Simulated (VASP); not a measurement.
# O (Pm-3m) in VASP: single point with LDA

Aim: the single point of O with LDA.

All numbers are computed with VASP 6.6.1; they aren't measurements. Logs are shortened: lines on timing, memory, paths and dates and some standing lists are left out, and cuts for length are marked.

### 1 The cell of the first run

Symmetry: Pm-3m, No. 221, cubic system. Conventional cell: a = 3.999 Å, b = 3.999 Å, c = 3.999 Å, α = 90.00°, β = 90.00°, γ = 90.00°. O (site symmetry 4/mmm) has 8 O at 2.83 Å within 3.7 Å.

### 2 Single point, LDA

INCAR reads:

```
PREC = Accurate
ENCUT = 600
EDIFF = 1E-6
ISMEAR = 1
SIGMA = 0.02
LREAL = F
LASPH = T
NELM = 120
ALGO = Normal
ISIF = 2
LWAVE = F
LCHARG = F
NBANDS = 16
GGA_COMPAT = F
```

KPOINTS reads:

```
Automatic mesh
0
Gamma
  4 4 4
```

POSCAR reads:

```
O
1.0
    3.9993700000      0.0000000000      0.0000000000
    0.0000000000      3.9993700000      0.0000000000
    0.0000000000      0.0000000000      3.9993700000
O
3
Direct
    0.0000000000      0.0000000000      0.5000000000
    0.0000000000      0.5000000000      0.0000000000
    0.5000000000      0.0000000000      0.0000000000
```

Potentials or basis: VASP PAW LDA potentials, release 64 (O).

The run is started by

```console
cat potpaw_LDA.64/O/POTCAR > POTCAR
mpirun -np 1 vasp_std > vasp.out
```

OUTCAR:

```text
PREC = Accurate
   ENCUT = 600
   EDIFF = 1E-6
   ISMEAR = 1
   LREAL = F
   LASPH = T
   NELM = 120
   ISIF = 2

 ion  position               nearest neighbor table
   1  0.000  0.000  0.500-
   2  0.000  0.500  0.000-
   3  0.500  0.000  0.000-

  LATTYP: Found a simple cubic cell.
 ALAT       =     3.9993700000

  Lattice vectors:

 A1 = (   3.9993700000,   0.0000000000,   0.0000000000)
 A2 = (   0.0000000000,   3.9993700000,   0.0000000000)
 A3 = (   0.0000000000,   0.0000000000,   3.9993700000)

Analysis of symmetry for initial positions (statically):
=====================================================================
 Subroutine PRICEL returns:
 Original cell was already a primitive cell.

 Routine SETGRP: Setting up the symmetry group for a
 simple cubic supercell.

 Subroutine GETGRP returns: Found 48 space group operations
 (whereof 48 operations were pure point group operations)
 out of a pool of 48 trial point group operations.

The static configuration has the point symmetry O_h .

Analysis of symmetry for dynamics (positions and initial velocities):
=====================================================================
 Subroutine PRICEL returns:
 Original cell was already a primitive cell.

 Routine SETGRP: Setting up the symmetry group for a
 simple cubic supercell.

 Subroutine GETGRP returns: Found 48 space group operations
 (whereof 48 operations were pure point group operations)
 out of a pool of 48 trial point group operations.

The dynamic configuration has the point symmetry O_h .

 Subroutine INISYM returns: Found 48 space group operations
 (whereof 48 operations are pure point group operations),
 and found     1 'primitive' translations

----------------------------------------------------------------------------------------

                                     Primitive cell

  volume of cell :      63.9698

  direct lattice vectors                    reciprocal lattice vectors
     3.999370000  0.000000000  0.000000000     0.250039381  0.000000000  0.000000000
     0.000000000  3.999370000  0.000000000     0.000000000  0.250039381  0.000000000
     0.000000000  0.000000000  3.999370000     0.000000000  0.000000000  0.250039381

  length of vectors
     3.999370000  3.999370000  3.999370000     0.250039381  0.250039381  0.250039381

[... 66 lines left out ...]
   NELM   =    120;   NELMIN=  2; NELMDL= -5     # of ELM steps
   EDIFF  = 0.1E-05   stopping-criterion for ELM
   LREAL  =      F    real-space projection
   EDIFFG = 0.1E-04   stopping-criterion for IOM
   NSW    =      0    number of steps for IOM
   IBRION =     -1    ionic relax: 0-MD 1-quasi-New 2-CG
   NFREE  =      0    steps in history (QN), initial steepest desc. (CG)
   ISIF   =      2    stress and relaxation
   ISYM   =      2    0-nonsym 1-usesym 2-fastsym
   POTIM  = 0.5000    time-step for ionic-motion
   TEBEG  =    0.0;   TEEND  =   0.0 temperature during run
   PSTRESS=    0.0 pullay stress
   NELECT =      18.0000    total number of electrons
   NUPDOWN=      -1.0000    fix difference up-down
   EMIN   =  10.00;   EMAX   =-10.00  energy-range for DOS
   EFERMI =   0.00;   METHOD = LEGACY
   ISMEAR =     1;   SIGMA  =   0.02  broadening in eV -4-tet -1-fermi 0-gaus
   EFERMI_NEDOS =   21; number of points for ismear=-14 and -15
   IALGO  =     38    algorithm
   IMIX   =      4    mixing-type and parameters
     AMIX     =   0.40;   BMIX     =  1.00
     AMIX_MAG =   1.60;   BMIX_MAG =  1.00
  volume/ion in A,a.u.               =      21.32       143.90
  Fermi-wavevector in a.u.,A,eV,Ry     =   1.072772  2.027245 15.658125  1.150840
  Thomas-Fermi vector in A             =   2.208552
   LORBIT       =      0    0 simple, 1 ext, 2 COOP (PROOUT), +10 PAW based schemes
   GGA     = CA    functional components
   LHFCALC =     F    Hartree Fock is set to
   AEXX    =    0.0000 exact exchange contribution
   IVDW    =     0    specifies the selected vdW correction
   LEPSILON=     F    determine dielectric tensor
   LRPA    =     F    only Hartree local field effects (RPA)
 non-spin polarized calculation
 Methfessel and Paxton  Order N= 1 SIGMA  =   0.02
  energy-cutoff  :      600.00
  volume of cell :       63.97
 maximum number of plane-waves:      2176
 NGX is ok and might be reduce to    32
   NGX = 15   NGY = 15   NGZ = 15

 number of electron      18.0000000 magnetization

 Free energy of the ion-electron system (eV)
  ---------------------------------------------------
  ext. energy  EPLUGINS =         0.00000000
  ---------------------------------------------------
  free energy    TOTEN  =        -4.74010665 eV

  energy without entropy =       -4.73838932  energy(sigma->0) =       -4.73953421

 E-fermi :  -5.7239     XC(G=0):  -7.7374

 val. band max:       -5.7616016686   @ k =   0.2500   0.0000   0.0000
 cond. band min:      -5.7200293893   @ k =   0.5000   0.2500   0.0000
 fundamental gap:      0.0415722793
 Fermi energy:        -5.7239100641

 k-point     1 :       0.0000    0.0000    0.0000
  band No.  band energies     occupation
      1     -21.5368      2.00000
      2     -20.4916      2.00000
      3     -20.4916      2.00000
      4      -7.2899      2.00000
      5      -7.2899      2.00000
      6      -7.2899      2.00000
[... 167 lines left out ...]
      3     -20.8101      2.00000
      4      -8.2089      2.00000
      5      -7.2431      2.00000
      6      -7.2431      2.00000
[... 8 lines left out ...]
     15       9.5671      0.00000
     16       9.5671      0.00000

------------------------ aborting loop because EDIFF is reached ----------------------------------------

  FORCE on cell =-STRESS in cart. coord.  units (eV):
  Direction    XX          YY          ZZ          XY          YZ          ZX
  --------------------------------------------------------------------------------------
  -------------------------------------------------------------------------------------
  Total       -6.6839022     -6.6839022     -6.6839022      0.0000000      0.0000000     -0.0000000
  in kB     -167.4040328   -167.4040328   -167.4040328      0.0000000      0.0000000     -0.0000000
  external PRESSURE =    -167.4040328 kB  Pullay stress =       0.0000000 kB

 VOLUME and BASIS-vectors are now :
 -----------------------------------------------------------------------------
  energy-cutoff  :      600.00
  volume of cell :       63.97
      direct lattice vectors                 reciprocal lattice vectors
     3.999370000  0.000000000  0.000000000     0.250039381  0.000000000  0.000000000
     0.000000000  3.999370000  0.000000000     0.000000000  0.250039381  0.000000000
     0.000000000  0.000000000  3.999370000     0.000000000  0.000000000  0.250039381

 POSITION                                       TOTAL-FORCE (eV/Angst)
 -----------------------------------------------------------------------------------
      0.00000      0.00000      1.99968         0.000000      0.000000      0.000000
      0.00000      1.99968      0.00000         0.000000      0.000000      0.000000
      1.99968      0.00000      0.00000         0.000000      0.000000      0.000000
 -----------------------------------------------------------------------------------
    total drift:                                0.000000      0.000000     -0.000000

  FREE ENERGIE OF THE ION-ELECTRON SYSTEM (eV)
  ---------------------------------------------------
  free  energy   TOTEN  =        -4.7401066508 eV

  energy  without entropy=       -4.7383893160  energy(sigma->0) =       -4.73953421
```

OSZICAR:

```text
N       E                     dE             d eps       ncg     rms          rms(c)
DAV:   1     0.945442311421E+02    0.94544E+02   -0.98831E+03   320   0.111E+03
DAV:   2     0.331762465053E+00   -0.94212E+02   -0.91166E+02   408   0.216E+02
DAV:   3    -0.485756313427E+01   -0.51893E+01   -0.50406E+01   368   0.526E+01
DAV:   4    -0.489480689249E+01   -0.37244E-01   -0.37240E-01   408   0.516E+00
DAV:   5    -0.489505317242E+01   -0.24628E-03   -0.24628E-03   376   0.405E-01    0.324E+00
DAV:   6    -0.474392037730E+01    0.15113E+00   -0.31669E-01   352   0.382E+00    0.506E-01
DAV:   7    -0.473996939324E+01    0.39510E-02   -0.16383E-02   336   0.898E-01    0.245E-01
DAV:   8    -0.473998677006E+01   -0.17377E-04   -0.75205E-04   392   0.175E-01    0.136E-01
DAV:   9    -0.474009452112E+01   -0.10775E-03   -0.10623E-04   320   0.115E-01    0.851E-03
DAV:  10    -0.474010392047E+01   -0.93994E-05   -0.13594E-06   312   0.923E-03    0.439E-03
DAV:  11    -0.474010658285E+01   -0.26624E-05   -0.94926E-07   288   0.518E-03    0.756E-04
DAV:  12    -0.474010665081E+01   -0.67958E-07   -0.43234E-08   312   0.121E-03
   1 F= -.47401067E+01 E0= -.47395342E+01  d E =-.171733E-02
```

Run time: 6.5 s. Hardware: 1 thread of Intel Xeon 8259CL, shared host; peak memory 0.14 GiB.

What came out:

```yaml
Free_energy: -4.7401 eV
Pressure: -16.7 GPa
Band_gap_on_the_k_mesh: zero (band 9 reaches -5.41 eV, above the bottom of band 10 at -6.15 eV)
```

Caveat: the k points lie up to 0.39 Å⁻¹ apart.
